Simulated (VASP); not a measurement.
# Lu (Pm-3m) in VASP: further runs, part 2 of 3

VASP 6.6.1. The steps go on from the part before.

### 3 Single point, RPBE (volume scaled by 0.96)

File INCAR:

```
PREC = Accurate
ENCUT = 520
EDIFF = 1E-6
ISMEAR = -1
SIGMA = 0.1
LREAL = False
LASPH = True
NELM = 80
ALGO = Normal
ISIF = 2
LWAVE = False
LCHARG = False
GGA = RP
NBANDS = 18
```

File KPOINTS:

```
regular mesh
0
Gamma
  11 11 11
```

File POSCAR:

```
Lu
1.0
    3.2245705160      0.0000000000      0.0000000000
    0.0000000000      3.2245705160      0.0000000000
    0.0000000000      0.0000000000      3.2245705160
Lu
1
Direct
    0.0000000000      0.0000000000      0.0000000000
```

Potentials or basis: VASP PAW PBE potentials, release 64 (Lu).

Started as:

```sh
cat potpaw_PBE.64/Lu/POTCAR > POTCAR
mpirun -np 1 vasp_std > vasp.out
```

OUTCAR:

```text
PREC = Accurate
   ENCUT = 520
   EDIFF = 1E-6
   ISMEAR = -1
   LREAL = False
   LASPH = True
   NELM = 80
   ISIF = 2
   GGA = RP

 ion  position               nearest neighbor table
   1  0.000  0.000  0.000-

  LATTYP: Found a simple cubic cell.
 ALAT       =     3.2245705160

  Lattice vectors:

 A1 = (   3.2245705160,   0.0000000000,   0.0000000000)
 A2 = (   0.0000000000,   3.2245705160,   0.0000000000)
 A3 = (   0.0000000000,   0.0000000000,   3.2245705160)

Analysis of symmetry for initial positions (statically):
=====================================================================
 Subroutine PRICEL returns:
 Original cell was already a primitive cell.

 Routine SETGRP: Setting up the symmetry group for a
 simple cubic supercell.

 Subroutine GETGRP returns: Found 48 space group operations
 (whereof 48 operations were pure point group operations)
 out of a pool of 48 trial point group operations.

The static configuration has the point symmetry O_h .

Analysis of symmetry for dynamics (positions and initial velocities):
=====================================================================
 Subroutine PRICEL returns:
 Original cell was already a primitive cell.

 Routine SETGRP: Setting up the symmetry group for a
 simple cubic supercell.

 Subroutine GETGRP returns: Found 48 space group operations
 (whereof 48 operations were pure point group operations)
 out of a pool of 48 trial point group operations.

The dynamic configuration has the point symmetry O_h .

 Subroutine INISYM returns: Found 48 space group operations
 (whereof 48 operations are pure point group operations),
 and found     1 'primitive' translations

----------------------------------------------------------------------------------------

                                     Primitive cell

  volume of cell :      33.5286

  direct lattice vectors                    reciprocal lattice vectors
     3.224570516  0.000000000  0.000000000     0.310118819  0.000000000  0.000000000
     0.000000000  3.224570516  0.000000000     0.000000000  0.310118819  0.000000000
     0.000000000  0.000000000  3.224570516     0.000000000  0.000000000  0.310118819

  length of vectors
     3.224570516  3.224570516  3.224570516     0.310118819  0.310118819  0.310118819

  position of ions in fractional coordinates (direct lattice)
     0.000000000  0.000000000  0.000000000

  ion indices of the primitive-cell ions
   primitive index   ion index
                 1           1

----------------------------------------------------------------------------------------

 KPOINTS: regular mesh

Automatic generation of k-mesh.
 Grid dimensions read from file:
 generate k-points for:   11   11   11

 Generating k-lattice:

  Cartesian coordinates                     Fractional coordinates (reciprocal lattice)
     0.028192620  0.000000000  0.000000000     0.090909091  0.000000000  0.000000000
     0.000000000  0.028192620  0.000000000     0.000000000  0.090909091  0.000000000
     0.000000000  0.000000000  0.028192620     0.000000000  0.000000000  0.090909091

  Length of vectors
     0.028192620  0.028192620  0.028192620

  Shift w.r.t. Gamma in fractional coordinates (k-lattice)
     0.000000000  0.000000000  0.000000000

 Subroutine IBZKPT returns following result:
 ===========================================

 Found     56 irreducible k-points:

 Following reciprocal coordinates:
            Coordinates               Weight
  0.000000  0.000000  0.000000      1.000000
  0.090909  0.000000  0.000000      6.000000
  0.181818  0.000000  0.000000      6.000000
  0.272727  0.000000  0.000000      6.000000
  0.363636  0.000000  0.000000      6.000000
  0.454545  0.000000  0.000000      6.000000
[... 16 lines left out ...]
  0.181818  0.090909  0.090909     24.000000
  0.272727  0.090909  0.090909     24.000000
 [... further k-points ...]
   k-points           NKPTS =     56   k-points in BZ     NKDIM =     56   number of bands    NBANDS=     18
   number of dos      NEDOS =    301   number of ions     NIONS =      1
   total plane-waves  NPLWV =  13824
   dimension x,y,z NGX =    24 NGY =   24 NGZ =   24
   dimension x,y,z NGXF=    48 NGYF=   48 NGZF=   48
   ions per type =               1
   NGX,Y,Z   is equivalent  to a cutoff of  12.37, 12.37, 12.37 a.u.
   NGXF,Y,Z  is equivalent  to a cutoff of  24.75, 24.75, 24.75 a.u.
 SYSTEM =  unknown system
   PREC   = accura    normal or accurate (medium, high low for compatibility)
   ISTART =      0    job   : 0-new  1-cont  2-samecut
   ICHARG =      2    charge: 1-file 2-atom 10-const
   ISPIN  =      1    spin polarized calculation?
   LNONCOLLINEAR =      F non collinear calculations
   LSORBIT =      F    spin-orbit coupling
   LASPH  =      T    aspherical Exc in radial PAW
   ENCUT  =  520.0 eV  38.22 Ry    6.18 a.u.   6.00  6.00  6.00*2*pi/ulx,y,z
   NELM   =     80;   NELMIN=  2; NELMDL= -5     # of ELM steps
   EDIFF  = 0.1E-05   stopping-criterion for ELM
   LREAL  =      F    real-space projection
   EDIFFG = 0.1E-04   stopping-criterion for IOM
   NSW    =      0    number of steps for IOM
   IBRION =     -1    ionic relax: 0-MD 1-quasi-New 2-CG
   NFREE  =      0    steps in history (QN), initial steepest desc. (CG)
   ISIF   =      2    stress and relaxation
   ISYM   =      2    0-nonsym 1-usesym 2-fastsym
   POTIM  = 0.5000    time-step for ionic-motion
   TEBEG  =    0.0;   TEEND  =   0.0 temperature during run
   PSTRESS=    0.0 pullay stress
   NELECT =      25.0000    total number of electrons
   NUPDOWN=      -1.0000    fix difference up-down
   EMIN   =  10.00;   EMAX   =-10.00  energy-range for DOS
   EFERMI =   0.00;   METHOD = LEGACY
   ISMEAR =    -1;   SIGMA  =   0.10  broadening in eV -4-tet -1-fermi 0-gaus
   EFERMI_NEDOS =   21; number of points for ismear=-14 and -15
   IALGO  =     38    algorithm
   IMIX   =      4    mixing-type and parameters
     AMIX     =   0.40;   BMIX     =  1.00
     AMIX_MAG =   1.60;   BMIX_MAG =  1.00
  volume/ion in A,a.u.               =      33.53       226.26
  Fermi-wavevector in a.u.,A,eV,Ry     =   1.484509  2.805316 29.984087  2.203768
  Thomas-Fermi vector in A             =   2.598037
   LORBIT       =      0    0 simple, 1 ext, 2 COOP (PROOUT), +10 PAW based schemes
   GGA     = RP    functional components
   LHFCALC =     F    Hartree Fock is set to
   AEXX    =    0.0000 exact exchange contribution
   IVDW    =     0    specifies the selected vdW correction
   LEPSILON=     F    determine dielectric tensor
   LRPA    =     F    only Hartree local field effects (RPA)
 non-spin polarized calculation
  energy-cutoff  :      520.00
  volume of cell :       33.53
 maximum number of plane-waves:       919
 NGX is ok and might be reduce to    24
   NGX = 11   NGY = 11   NGZ = 11

 number of electron      25.0000021 magnetization

 Free energy of the ion-electron system (eV)
  ---------------------------------------------------
  ext. energy  EPLUGINS =         0.00000000
  ---------------------------------------------------
  free energy    TOTEN  =        -3.37079315 eV

  energy without entropy =       -3.30747932  energy(sigma->0) =       -3.33913624

 E-fermi :   1.7861     XC(G=0):  -9.8304

 val. band max:        1.7783119143   @ k =   0.4545   0.4545   0.3636
 cond. band min:       1.8115618165   @ k =   0.4545   0.4545   0.0909
 fundamental gap:      0.0332499021
 Fermi energy:         1.7861333614

 k-point     1 :       0.0000    0.0000    0.0000
  band No.  band energies     occupation
      1     -55.0340      2.00000
      2     -25.4465      2.00000
      3     -25.4465      2.00000
      4     -25.4465      2.00000
      5      -3.8193      2.00000
      6      -3.6900      2.00000
[... 10 lines left out ...]
     17       7.6991      0.00000
     18      12.1146      0.00000

 k-point     2 :       0.0909    0.0000    0.0000
  band No.  band energies     occupation
      1     -55.0321      2.00000
      2     -25.4873      2.00000
      3     -25.4431      2.00000
      4     -25.4431      2.00000
      5      -3.6926      2.00000
      6      -3.6878      2.00000
[... 10 lines left out ...]
     17       7.7210      0.00000
     18      11.2296      0.00000
[... 442 lines left out ...]
 k-point    24 :       0.2727    0.0909    0.0909
  band No.  band energies     occupation
      1     -55.0165      2.00000
      2     -25.7243      2.00000
      3     -25.4601      2.00000
      4     -25.4567      2.00000
      5      -3.7096      2.00000
      6      -3.7038      2.00000
[... 10 lines left out ...]
     17       7.2512      0.00000
     18       9.7471      0.00000

 [... further k-points ...]

------------------------ aborting loop because EDIFF is reached ----------------------------------------

  FORCE on cell =-STRESS in cart. coord.  units (eV):
  Direction    XX          YY          ZZ          XY          YZ          ZX
  --------------------------------------------------------------------------------------
  -------------------------------------------------------------------------------------
  Total        0.2349127      0.2349127      0.2349127     -0.0000000     -0.0000000     -0.0000000
  in kB       11.2253907     11.2253907     11.2253907     -0.0000000     -0.0000000     -0.0000000
  external PRESSURE =      11.2253907 kB  Pullay stress =       0.0000000 kB

 VOLUME and BASIS-vectors are now :
 -----------------------------------------------------------------------------
  energy-cutoff  :      520.00
  volume of cell :       33.53
      direct lattice vectors                 reciprocal lattice vectors
     3.224570516  0.000000000  0.000000000     0.310118819  0.000000000  0.000000000
     0.000000000  3.224570516  0.000000000     0.000000000  0.310118819  0.000000000
     0.000000000  0.000000000  3.224570516     0.000000000  0.000000000  0.310118819

 POSITION                                       TOTAL-FORCE (eV/Angst)
 -----------------------------------------------------------------------------------
      0.00000      0.00000      0.00000         0.000000      0.000000      0.000000
 -----------------------------------------------------------------------------------
    total drift:                                0.000000     -0.000000      0.000000

  FREE ENERGIE OF THE ION-ELECTRON SYSTEM (eV)
  ---------------------------------------------------
  free  energy   TOTEN  =        -3.3707931536 eV

  energy  without entropy=       -3.3074793228  energy(sigma->0) =       -3.33913624
```

OSZICAR:

```text
N       E                     dE             d eps       ncg     rms          rms(c)
DAV:   1     0.898579519400E+02    0.89858E+02   -0.10189E+04  2520   0.455E+03
DAV:   2     0.304625517064E+01   -0.86812E+02   -0.85064E+02  2098   0.367E+02
DAV:   3    -0.317902218980E+01   -0.62253E+01   -0.61462E+01  2280   0.749E+01
DAV:   4    -0.345155867747E+01   -0.27254E+00   -0.26908E+00  2964   0.122E+01
DAV:   5    -0.345772105461E+01   -0.61624E-02   -0.61583E-02  2366   0.153E+00    0.297E+00
DAV:   6    -0.339137580555E+01    0.66345E-01   -0.15615E-01  3030   0.528E+00    0.137E+00
DAV:   7    -0.337159419535E+01    0.19782E-01   -0.39903E-02  3004   0.133E+00    0.221E-01
DAV:   8    -0.337052657352E+01    0.10676E-02   -0.44857E-03  3042   0.738E-01    0.984E-02
DAV:   9    -0.337078987332E+01   -0.26330E-03   -0.46724E-04  2522   0.207E-01    0.166E-02
DAV:  10    -0.337079155306E+01   -0.16797E-05   -0.46137E-05  2730   0.439E-02    0.924E-03
DAV:  11    -0.337079375920E+01   -0.22061E-05   -0.40409E-06  2304   0.183E-02    0.547E-03
DAV:  12    -0.337079315359E+01    0.60560E-06   -0.65347E-07  1432   0.102E-02
   1 F= -.33707932E+01 E0= -.33391362E+01  d E =-.633138E-01
```

It took 17 s on 1 thread of Intel Xeon Platinum 8488C (Sapphire Rapids), shared host; peak memory 0.16 GiB.

Results:

```
Free energy : -3.3708 eV
Pressure    : 1.1 GPa
```

Caveat: the cell differs from its parent crystal (volume scaled by 0.96); the PAW data sets were made with another functional, which shifts forces and pressure a little; spin-orbit coupling is left out, which moves the levels of the heavy elements.

### 4 Single point, RPBE

This run uses another cell than the first one, of 34.93 Å³/atom, 1.136 times its volume.

File INCAR:

```
ALGO     = Normal         # electronic algorithm
EDIFF    = 1E-6           # SCF threshold, eV
ENCUT    = 520            # plane-wave cutoff, eV
GGA      = RP             # functional
ISIF     = 2              # what is computed and relaxed
ISMEAR   = -1             # smearing method
LASPH    = True           # aspherical terms in the spheres
LCHARG   = False          # write CHGCAR
LREAL    = False          # projectors in reciprocal space
LWAVE    = False          # write WAVECAR
NBANDS   = 18             # bands
NELM     = 100            # most SCF steps
PREC     = Accurate       # precision mode
SIGMA    = 0.1            # smearing width, eV
```

File KPOINTS:

```
k-points
0
Gamma
  11 11 11
```

File POSCAR:

```
Lu
1.0
    3.2687482046      0.0000000000      0.0000000000
    0.0000000000      3.2687482046      0.0000000000
    0.0000000000      0.0000000000      3.2687482046
Lu
1
Direct
    0.0000000000      0.0000000000      0.0000000000
```

Started as:

```sh
cat potpaw_PBE.64/Lu/POTCAR > POTCAR
mpirun -np 1 vasp_std > vasp.out
```

Wall time 14 s (1 thread of Intel Xeon Platinum 8488C (Sapphire Rapids), shared host); peak memory 0.17 GiB.

Results (log left out):

| Property | Result |
| --- | --- |
| Free energy | -3.3756 eV |
| Pressure | -0.1 GPa |

Levels at points of the mesh, in eV from the Fermi level:
| k point | band 9 | band 10 | band 11 | band 12 | band 13 | band 14 | band 15 | band 16 |
| --- | --- | --- | --- | --- | --- | --- | --- | --- |
| (0.00, 0.00, 0.00) | -5.52 | -5.52 | -5.51 | -5.50 | -0.30 | -0.30 | 5.68 | 5.68 |

Caveat: the PAW data sets were made with another functional, which shifts forces and pressure a little; spin-orbit coupling is left out, which moves the levels of the heavy elements.

### 5 Single point, RPBE (volume scaled by 1.04)

File INCAR:

```
PREC = Accurate
ENCUT = 520
EDIFF = 1E-6
ISMEAR = -1
SIGMA = 0.1
LREAL = False
LASPH = True
NELM = 100
ALGO = Normal
ISIF = 2
LWAVE = False
LCHARG = False
GGA = RP
NBANDS = 18
```

File KPOINTS:

```
regular mesh
0
Gamma
  11 11 11
```

File POSCAR:

```
Lu
1.0
    3.3117629822      0.0000000000      0.0000000000
    0.0000000000      3.3117629822      0.0000000000
    0.0000000000      0.0000000000      3.3117629822
Lu
1
Direct
    0.0000000000      0.0000000000      0.0000000000
```

Started as:

```sh
cat potpaw_PBE.64/Lu/POTCAR > POTCAR
mpirun -np 1 vasp_std > vasp.out
```

It took 26 s on 1 thread of Intel Xeon Platinum 8488C (Sapphire Rapids), shared host; peak memory 0.18 GiB.

The run converged. Its results:

```
Free energy : -3.3708 eV
Pressure    : -1.0 GPa
```

Levels at points of the mesh, in eV from the Fermi level:
```
           k point  band 9  band 10  band 11  band 12  band 13  band 14  band 15  band 16
(0.00, 0.00, 0.00)   -5.60    -5.60    -5.57    -5.42    -0.26    -0.26     5.46     5.46
```

Caveat: the cell differs from its parent crystal (volume scaled by 1.04); the PAW data sets were made with another functional, which shifts forces and pressure a little; spin-orbit coupling is left out, which moves the levels of the heavy elements.

[end of part 2 of 3]
